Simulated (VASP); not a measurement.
# Cd3Cl3O in VASP: further runs, part 2 of 3

VASP 6.6.1. Earlier steps stand in the parts before.

**3. Single point, PBE**

This run uses another cell than the first one, of 23.69 Å³/atom.

The input, INCAR:

```
ALGO = Normal ; EDIFF = 1E-6
ENCUT = 520 ; GGA = PE
ISIF = 2 ; ISMEAR = 0
LASPH = T ; LCHARG = T
LELF = T ; LREAL = F
LVHAR = T ; LWAVE = F
NBANDS = 40 ; NELM = 100
PREC = Accurate ; SIGMA = 0.1
```

The input, KPOINTS:

```
k-points
0
Gamma
  6 6 6
```

The input, POSCAR:

```
Cd3Cl3O
1.0
    3.9116054197      2.2583664420      3.1282752040
   -3.9116054197      2.2583664420      3.1282752040
    0.0000000000     -4.5167328841      3.1282752040
Cd Cl O
3 3 1
Direct
    0.5087777859      0.0686826763      0.5087777859
    0.5087777859      0.5087777859      0.0686826763
    0.0686826763      0.5087777859      0.5087777859
    0.9856892775      0.9856892775      0.4826757011
    0.4826757011      0.9856892775      0.9856892775
    0.9856892775      0.4826757011      0.9856892775
    0.4611928637      0.4611928637      0.4611928637
```

Potentials or basis: VASP PAW PBE potentials, release 64 (Cd, Cl, O).

The run is started by

```bash
$ cat potpaw_PBE.64/Cd/POTCAR potpaw_PBE.64/Cl/POTCAR potpaw_PBE.64/O/POTCAR > POTCAR
$ mpirun -np 1 vasp_std > vasp.out
```

OUTCAR:

```text
EDIFF = 1E-6
   ENCUT = 520
   GGA = PE
   ISIF = 2
   ISMEAR = 0
   LASPH = T
   LREAL = F
   NELM = 100
   PREC = Accurate

 ion  position               nearest neighbor table
   1  0.509  0.069  0.509-   7 2.19   4 2.67   5 2.67   4 2.91   5 2.91   3 3.44   2 3.44
   2  0.509  0.509  0.069-   7 2.19   6 2.67   5 2.67   5 2.91   6 2.91   3 3.44   1 3.44
   3  0.069  0.509  0.509-   7 2.19   4 2.67   6 2.67   4 2.91   6 2.91   1 3.44   2 3.44
   4  0.986  0.986  0.483-   1 2.67   3 2.67   1 2.91   3 2.91
   5  0.483  0.986  0.986-   2 2.67   1 2.67   2 2.91   1 2.91
   6  0.986  0.483  0.986-   2 2.67   3 2.67   2 2.91   3 2.91
   7  0.461  0.461  0.461-   1 2.19   3 2.19   2 2.19

  LATTYP: Found a trigonal (rhomboedric) cell.
 ALAT       =     5.4942680766
 COS(alpha) =    -0.0137255266

  Lattice vectors:

 A1 = (   3.9116054197,   2.2583664420,   3.1282752040)
 A2 = (  -3.9116054197,   2.2583664420,   3.1282752040)
 A3 = (   0.0000000000,  -4.5167328841,   3.1282752040)

Analysis of symmetry for initial positions (statically):
=====================================================================
 Subroutine PRICEL returns:
 Original cell was already a primitive cell.

 Routine SETGRP: Setting up the symmetry group for a
 trigonal (rhombohedral) supercell.

 Subroutine GETGRP returns: Found  6 space group operations
 (whereof  6 operations were pure point group operations)
 out of a pool of 12 trial point group operations.

The static configuration has the point symmetry C_3v.

Analysis of symmetry for dynamics (positions and initial velocities):
=====================================================================
 Subroutine PRICEL returns:
 Original cell was already a primitive cell.

 Routine SETGRP: Setting up the symmetry group for a
 trigonal (rhombohedral) supercell.

 Subroutine GETGRP returns: Found  6 space group operations
 (whereof  6 operations were pure point group operations)
 out of a pool of 12 trial point group operations.

The dynamic configuration has the point symmetry C_3v.

 Subroutine INISYM returns: Found  6 space group operations
 (whereof  6 operations are pure point group operations),
 and found     1 'primitive' translations

----------------------------------------------------------------------------------------

                                     Primitive cell

  volume of cell :     165.8081

  direct lattice vectors                    reciprocal lattice vectors
     3.911605420  2.258366442  3.128275204     0.127824754  0.073799656  0.106554990
    -3.911605420  2.258366442  3.128275204    -0.127824754  0.073799656  0.106554990
     0.000000000 -4.516732884  3.128275204     0.000000000 -0.147599312  0.106554990

  length of vectors
     5.494268077  5.494268077  5.494268077     0.182042640  0.182042640  0.182042640

  position of ions in fractional coordinates (direct lattice)
     0.508777786  0.068682676  0.508777786
     0.508777786  0.508777786  0.068682676
     0.068682676  0.508777786  0.508777786
     0.985689278  0.985689278  0.482675701
     0.482675701  0.985689278  0.985689278
     0.985689278  0.482675701  0.985689278
     0.461192864  0.461192864  0.461192864

  ion indices of the primitive-cell ions
[... 40 lines left out ...]
  0.500000 -0.000000  0.000000      3.000000
  0.166667  0.166667  0.000000      6.000000
  0.333333  0.166667  0.000000     12.000000
[... 16 lines left out ...]
  0.500000  0.500000  0.166667      6.000000
 -0.333333  0.500000  0.166667     12.000000
 [... further k-points ...]
   k-points           NKPTS =     32   k-points in BZ     NKDIM =     32   number of bands    NBANDS=     40
   number of dos      NEDOS =    301   number of ions     NIONS =      7
   total plane-waves  NPLWV =  74088
   dimension x,y,z NGX =    42 NGY =   42 NGZ =   42
   dimension x,y,z NGXF=    84 NGYF=   84 NGZF=   84
   ions per type =               3   3   1
   NGX,Y,Z   is equivalent  to a cutoff of  12.71, 12.71, 12.71 a.u.
   NGXF,Y,Z  is equivalent  to a cutoff of  25.42, 25.42, 25.42 a.u.
 SYSTEM =  unknown system
   PREC   = accura    normal or accurate (medium, high low for compatibility)
   ISTART =      0    job   : 0-new  1-cont  2-samecut
   ICHARG =      2    charge: 1-file 2-atom 10-const
   ISPIN  =      1    spin polarized calculation?
   LNONCOLLINEAR =      F non collinear calculations
   LSORBIT =      F    spin-orbit coupling
   LASPH  =      T    aspherical Exc in radial PAW
   ENCUT  =  520.0 eV  38.22 Ry    6.18 a.u.  10.22 10.22 10.22*2*pi/ulx,y,z
   NELM   =    100;   NELMIN=  2; NELMDL= -5     # of ELM steps
   EDIFF  = 0.1E-05   stopping-criterion for ELM
   LREAL  =      F    real-space projection
   EDIFFG = 0.1E-04   stopping-criterion for IOM
   NSW    =      0    number of steps for IOM
   IBRION =     -1    ionic relax: 0-MD 1-quasi-New 2-CG
   NFREE  =      0    steps in history (QN), initial steepest desc. (CG)
   ISIF   =      2    stress and relaxation
   ISYM   =      2    0-nonsym 1-usesym 2-fastsym
   POTIM  = 0.5000    time-step for ionic-motion
   TEBEG  =    0.0;   TEEND  =   0.0 temperature during run
   PSTRESS=    0.0 pullay stress
   NELECT =      63.0000    total number of electrons
   NUPDOWN=      -1.0000    fix difference up-down
   EMIN   =  10.00;   EMAX   =-10.00  energy-range for DOS
   EFERMI =   0.00;   METHOD = LEGACY
   ISMEAR =     0;   SIGMA  =   0.10  broadening in eV -4-tet -1-fermi 0-gaus
   EFERMI_NEDOS =   21; number of points for ismear=-14 and -15
   IALGO  =     38    algorithm
   IMIX   =      4    mixing-type and parameters
     AMIX     =   0.40;   BMIX     =  1.00
     AMIX_MAG =   1.60;   BMIX_MAG =  1.00
  volume/ion in A,a.u.               =      23.69       159.85
  Fermi-wavevector in a.u.,A,eV,Ry     =   1.185732  2.240708 19.129245  1.405960
  Thomas-Fermi vector in A             =   2.321919
   LORBIT       =      0    0 simple, 1 ext, 2 COOP (PROOUT), +10 PAW based schemes
   GGA     = PE    functional components
   LHFCALC =     F    Hartree Fock is set to
   AEXX    =    0.0000 exact exchange contribution
   IVDW    =     0    specifies the selected vdW correction
   LEPSILON=     F    determine dielectric tensor
   LRPA    =     F    only Hartree local field effects (RPA)
 non-spin polarized calculation
 Gauss-broadening in eV      SIGMA  =   0.10
  energy-cutoff  :      520.00
  volume of cell :      165.81
 maximum number of plane-waves:      4524
 NGX is ok and might be reduce to    42
   NGX = 21   NGY = 21   NGZ = 21

 number of electron      62.9999996 magnetization

 Free energy of the ion-electron system (eV)
  ---------------------------------------------------
  ext. energy  EPLUGINS =         0.00000000
  ---------------------------------------------------
  free energy    TOTEN  =       -18.04602754 eV

  energy without entropy =      -18.04005421  energy(sigma->0) =      -18.04304087

 E-fermi :   2.5170     XC(G=0):  -9.0418

 val. band max:        2.4823044049   @ k =   0.1667   0.1667   0.0000
 cond. band min:       2.5301020618   @ k =   0.5000  -0.0000   0.0000
 fundamental gap:      0.0477976569
 Fermi energy:         2.5170016805

 k-point     1 :       0.0000    0.0000    0.0000
  band No.  band energies     occupation
      1     -15.7377      2.00000
      2     -14.1974      2.00000
      3     -13.8698      2.00000
      4     -13.8698      2.00000
      5      -6.8348      2.00000
      6      -6.8348      2.00000
[... 1021 lines left out ...]
     39       7.7916      0.00000
     40       8.2246      0.00000

 [... further k-points ...]

------------------------ aborting loop because EDIFF is reached ----------------------------------------

  FORCE on cell =-STRESS in cart. coord.  units (eV):
  Direction    XX          YY          ZZ          XY          YZ          ZX
  --------------------------------------------------------------------------------------
  -------------------------------------------------------------------------------------
  Total        0.4124767      0.4124767      0.2360480      0.0000000     -0.0000000      0.0000000
  in kB        3.9856977      3.9856977      2.2808946      0.0000000     -0.0000000      0.0000000
  external PRESSURE =       3.4174300 kB  Pullay stress =       0.0000000 kB

 VOLUME and BASIS-vectors are now :
 -----------------------------------------------------------------------------
  energy-cutoff  :      520.00
  volume of cell :      165.81
      direct lattice vectors                 reciprocal lattice vectors
     3.911605420  2.258366442  3.128275204     0.127824754  0.073799656  0.106554990
    -3.911605420  2.258366442  3.128275204    -0.127824754  0.073799656  0.106554990
     0.000000000 -4.516732884  3.128275204     0.000000000 -0.147599312  0.106554990

 POSITION                                       TOTAL-FORCE (eV/Angst)
 -----------------------------------------------------------------------------------
      1.72148     -0.99390      3.39805         0.075240     -0.043440     -0.045956
      0.00000      1.98779      3.39805         0.000000      0.086880     -0.045956
     -1.72148     -0.99390      3.39805        -0.075240     -0.043440     -0.045956
      0.00000      2.27198      7.67696         0.000000      0.005479      0.001404
     -1.96759     -1.13599      7.67696        -0.004745     -0.002739      0.001404
      1.96759     -1.13599      7.67696         0.004745     -0.002739      0.001404
      0.00000     -0.00000      4.32821         0.000000     -0.000000      0.133656
 -----------------------------------------------------------------------------------
    total drift:                               -0.000000      0.000005      0.002591

  FREE ENERGIE OF THE ION-ELECTRON SYSTEM (eV)
  ---------------------------------------------------
  free  energy   TOTEN  =       -18.0460275355 eV

  energy  without entropy=      -18.0400542140  energy(sigma->0) =      -18.04304087
```

Wall time 1.7 min (1 thread of Intel Xeon 6975P-C (Granite Rapids), shared host); peak memory 0.36 GiB.

What came out:

```
Free energy            : -18.0460 eV
Pressure               : 0.3 GPa
Largest force          : 0.134 eV/Å
Band gap on the k mesh : zero (an odd number of electrons rules out a gap without spin polarisation)
```

Forces in eV/Å, atoms in the order of the input:
```
Cd   0.075 -0.043 -0.046
Cd   0.000  0.087 -0.046
Cd  -0.075 -0.043 -0.046
Cl   0.000  0.005  0.001
Cl  -0.005 -0.003  0.001
Cl   0.005 -0.003  0.001
O    0.000  0.000  0.134
```

Caveat: an odd number of electrons without spin polarisation forces a metal; a magnetic or distorted state may lie lower.

**4. Single point, PBE, collinear spin, ferromagnetic start**

The input, INCAR:

```
SYSTEM = Cd3Cl3O
  PREC = Accurate
  ENCUT = 520
  EDIFF = 1E-6
  ISMEAR = 0
  SIGMA = 0.1
  LREAL = .FALSE.
  LASPH = .TRUE.
  NELM = 150
  ALGO = Normal
  ISIF = 2
  LWAVE = .FALSE.
  LCHARG = .FALSE.
  ISPIN = 2
  MAGMOM = 0 0 0 0 0 0 1
  LORBIT = 11
  GGA = PE
  NBANDS = 44
```

The input, KPOINTS:

```
Automatic mesh
0
G
  3 3 3
  0 0 0
```

The input, POSCAR:

```
Cd3Cl3O
1.0
    3.9102103844      2.2575610180      3.1171858600
   -3.9102103844      2.2575610180      3.1171858600
    0.0000000000     -4.5151220360      3.1171858600
Cd Cl O
3 3 1
Direct
    0.5082703832      0.0699757562      0.5082703832
    0.5082703832      0.5082703832      0.0699757562
    0.0699757562      0.5082703832      0.5082703832
    0.9851847498      0.9851847498      0.4821523489
    0.4821523489      0.9851847498      0.9851847498
    0.9851847498      0.4821523489      0.9851847498
    0.4624469967      0.4624469967      0.4624469967
```

Potentials or basis: VASP PAW PBE potentials, release 64 (Cd, Cl, O).

The run is started by

```bash
$ cat potpaw_PBE.64/Cd/POTCAR potpaw_PBE.64/Cl/POTCAR potpaw_PBE.64/O/POTCAR > POTCAR
$ mpirun -np 1 vasp_std > vasp.out
```

OUTCAR:

```text
SYSTEM = Cd3Cl3O
   PREC = Accurate
   ENCUT = 520
   EDIFF = 1E-6
   ISMEAR = 0
   LREAL = .FALSE.
   LASPH = .TRUE.
   NELM = 150
   ISIF = 2
   ISPIN = 2
   LORBIT = 11
   GGA = PE

 ion  position               nearest neighbor table
   1  0.508  0.070  0.508-   7 2.19   5 2.67   4 2.67   5 2.90   4 2.90   2 3.43   3 3.43
   2  0.508  0.508  0.070-   7 2.19   6 2.67   5 2.67   5 2.90   6 2.90   3 3.43   1 3.43
   3  0.070  0.508  0.508-   7 2.19   6 2.67   4 2.67   6 2.90   4 2.90   2 3.43   1 3.43
   4  0.985  0.985  0.482-   1 2.67   3 2.67   1 2.90   3 2.90
   5  0.482  0.985  0.985-   1 2.67   2 2.67   1 2.90   2 2.90
   6  0.985  0.482  0.985-   3 2.67   2 2.67   3 2.90   2 2.90
   7  0.462  0.462  0.462-   2 2.19   1 2.19   3 2.19

  LATTYP: Found a trigonal (rhomboedric) cell.
 ALAT       =     5.4866360082
 COS(alpha) =    -0.0158227768

  Lattice vectors:

 A1 = (   3.9102103844,   2.2575610180,   3.1171858600)
 A2 = (  -3.9102103844,   2.2575610180,   3.1171858600)
 A3 = (   0.0000000000,  -4.5151220360,   3.1171858600)

Analysis of symmetry for initial positions (statically):
=====================================================================
 Subroutine PRICEL returns:
 Original cell was already a primitive cell.

 Routine SETGRP: Setting up the symmetry group for a
 trigonal (rhombohedral) supercell.

 Subroutine GETGRP returns: Found  6 space group operations
 (whereof  6 operations were pure point group operations)
 out of a pool of 12 trial point group operations.

The static configuration has the point symmetry C_3v.

Analysis of symmetry for dynamics (positions and initial velocities):
=====================================================================
 Subroutine PRICEL returns:
 Original cell was already a primitive cell.

 Routine SETGRP: Setting up the symmetry group for a
 trigonal (rhombohedral) supercell.

[... 169 lines left out ...]
      1     -15.7303      1.00000
      2     -14.1842      1.00000
      3     -13.8523      1.00000
      4     -13.8523      1.00000
      5      -6.7975      1.00000
      6      -6.7975      1.00000
[... 265 lines left out ...]
     42       9.3635      0.00000
     43       9.7195      0.00000
 Fermi energy:         2.6691126303

 spin component 2

 k-point     1 :       0.0000    0.0000    0.0000
  band No.  band energies     occupation
      1     -15.7302      1.00000
      2     -14.1842      1.00000
      3     -13.8523      1.00000
      4     -13.8523      1.00000
      5      -6.7975      1.00000
      6      -6.7975      1.00000
[... 265 lines left out ...]
     42       9.3635      0.00000
     43       9.7196      0.00000
 [bands above 43 left out]

------------------------ aborting loop because EDIFF is reached ----------------------------------------

  FORCE on cell =-STRESS in cart. coord.  units (eV):
  Direction    XX          YY          ZZ          XY          YZ          ZX
  --------------------------------------------------------------------------------------
  -------------------------------------------------------------------------------------
  Total        0.6606402      0.6606402      0.4806679      0.0000000      0.0000000      0.0000000
  in kB        6.4109442      6.4109442      4.6644685      0.0000000      0.0000000      0.0000000
  external PRESSURE =       5.8287856 kB  Pullay stress =       0.0000000 kB

 VOLUME and BASIS-vectors are now :
 -----------------------------------------------------------------------------
  energy-cutoff  :      520.00
  volume of cell :      165.10
      direct lattice vectors                 reciprocal lattice vectors
     3.910210384  2.257561018  3.117185860     0.127870358  0.073825985  0.106934058
    -3.910210384  2.257561018  3.117185860    -0.127870358  0.073825985  0.106934058
     0.000000000 -4.515122036  3.117185860     0.000000000 -0.147651971  0.106934058

 POSITION                                       TOTAL-FORCE (eV/Angst)
 -----------------------------------------------------------------------------------
      1.71382     -0.98948      3.38687         0.120039     -0.069305     -0.059643
      0.00000      1.97895      3.38687        -0.000000      0.138609     -0.059643
     -1.71382     -0.98948      3.38687        -0.120039     -0.069305     -0.059643
      0.00000      2.27125      7.64497        -0.000000      0.017583      0.006593
     -1.96696     -1.13563      7.64497        -0.015227     -0.008791      0.006593
      1.96696     -1.13563      7.64497         0.015227     -0.008791      0.006593
      0.00000      0.00000      4.32460        -0.000000     -0.000000      0.159150
 -----------------------------------------------------------------------------------
    total drift:                               -0.000000      0.000004      0.001781

  FREE ENERGIE OF THE ION-ELECTRON SYSTEM (eV)
  ---------------------------------------------------
  free  energy   TOTEN  =       -17.9918037665 eV

  energy  without entropy=      -17.9664006005  energy(sigma->0) =      -17.97910218

 total charge

# of ion       s       p       d       tot
------------------------------------------
    1        0.411   0.193   9.594  10.199
    2        0.411   0.193   9.594  10.199
    3        0.411   0.193   9.594  10.199
    4        1.610   3.488   0.000   5.097
    5        1.610   3.488   0.000   5.097
    6        1.610   3.488   0.000   5.097
    7        1.580   3.311   0.000   4.891
--------------------------------------------------
tot          7.643  14.354  28.782  50.779

 magnetization (x)

# of ion       s       p       d       tot
------------------------------------------
    1        0.000   0.000   0.000   0.000
    2        0.000   0.000   0.000   0.000
    3        0.000   0.000   0.000   0.000
    4        0.000   0.000   0.000   0.000
    5        0.000   0.000   0.000   0.000
    6        0.000   0.000   0.000   0.000
    7        0.000   0.000   0.000   0.000
--------------------------------------------------
tot          0.000   0.000   0.000   0.000
```

Wall time 48 s (1 thread of Intel Xeon 6975P-C (Granite Rapids), shared host); peak memory 0.32 GiB.

Results:

| Quantity | Value |
| --- | --- |
| Free energy | -17.9918 eV |
| Pressure | 0.6 GPa |
| Largest force | 0.159 eV/Å |
| Net moment | 0.00 μB per cell |
| Valence electrons inside the program's atomic spheres | Cd 10.20; Cl 5.10; O 4.89 |

Forces in eV/Å, atoms in the order of the input:
```
Cd   0.120 -0.069 -0.060
Cd   0.000  0.139 -0.060
Cd  -0.120 -0.069 -0.060
Cl   0.000  0.018  0.007
Cl  -0.015 -0.009  0.007
Cl   0.015 -0.009  0.007
O    0.000  0.000  0.159
```

Stress tensor (GPa, compression positive):
```
0.64 0.00 0.00
0.00 0.64 0.00
0.00 0.00 0.47
```

Caveat: the k points lie up to 0.38 Å⁻¹ apart.

[end of part 2 of 3]
